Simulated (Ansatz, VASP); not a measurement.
## O in VASP and in Ansatz

INCAR

```
SYSTEM = O
AGGAC    = 1.0          
AGGAX    = 1.0          
ALDAC    = 0.0          
ALDAX    = 1.0          
ALGO     = Normal         ! electronic algorithm
EDIFF    = 1E-6           ! SCF threshold, eV
ENCUT    = 600            ! plane-wave cutoff, eV
GGA      = B5             ! functional
GGA_COMPAT= .FALSE.      
ISIF     = 2              ! what is computed and relaxed
ISMEAR   = 0              ! smearing method
LASPH    = .TRUE.         ! aspherical terms in the spheres
LCHARG   = .FALSE.        ! write CHGCAR
LREAL    = .FALSE.        ! projectors in reciprocal space
LWAVE    = .FALSE.        ! write WAVECAR
NBANDS   = 13             ! bands
NELM     = 120            ! most SCF steps
PREC     = Accurate       ! precision mode
SIGMA    = 0.1            ! smearing width, eV
```

File KPOINTS:

```
k-points
0
G
  6 6 6
  0 0 0
```

POSCAR

```
O
1.0
    0.0000000000      2.0534862426      3.2590465036
    1.4404267452      0.0000000000      3.2590465036
    1.4404267452      2.0534862426      0.0000000000
O
2
Direct
    0.0871000000      0.0871000000      0.9129000000
    0.9129000000      0.9129000000      0.0871000000
```

Input for Ansatz:

```yaml
crystal:
  lattice:
    - [0.0, 2.0534862426, 3.2590465036]
    - [1.4404267452, 0.0, 3.2590465036]
    - [1.4404267452, 2.0534862426, 0.0]
  atoms:
    - { symbol: O, position: [0.0871, 0.0871, 0.9129] }
    - { symbol: O, position: [0.9129, 0.9129, 0.0871] }
basis:
  ecutwfc: 420
kpoints:
  mp_grid: { grid: [6, 6, 6] }
hamiltonian:
  xc: blyp
scf:
  occupations: { method: gaussian, width: 0.1 }
output:
  forces: true
  stress: true
  eigenvalues: true
```

Alike in both runs: task single point; functional BLYP; k mesh 6 × 6 × 6; occupations gaussian, width 0.1 eV; no spin polarisation.

```csv
,VASP,Ansatz
version,VASP 6.6.1,Ansatz 0.2.0
potentials or method,"VASP PAW PBE potentials, release 64 (O), cutoff 600 eV","scalar-relativistic, plane waves, PAW"
valence electrons in the cell,12,12
```

Ansatz gave:

| Item | Value |
| --- | --- |
| gap on the k mesh at the Fermi level (eV) | none |
| rms of the force components (eV/Å) | 4.052 |

Problem. Which values does VASP return?

Solution. gap on the k mesh at the Fermi level (eV): none; rms of the force components (eV/Å): 5.697.

VASP's potentials were made for PBE, not for BLYP. Atom by atom the forces differ by 1.645 eV/Å (rms over components). A gap of «none» marks a metal or a gap that the smearing closes. With one functional, cell and mesh, what is left measures potentials, basis and numerics.

The k mesh is coarse, so the values compare programs but aren't converged. Noted on VASP's run: the standard files for N, O and F lose accuracy on very short bonds; spin is off for a triplet molecule.
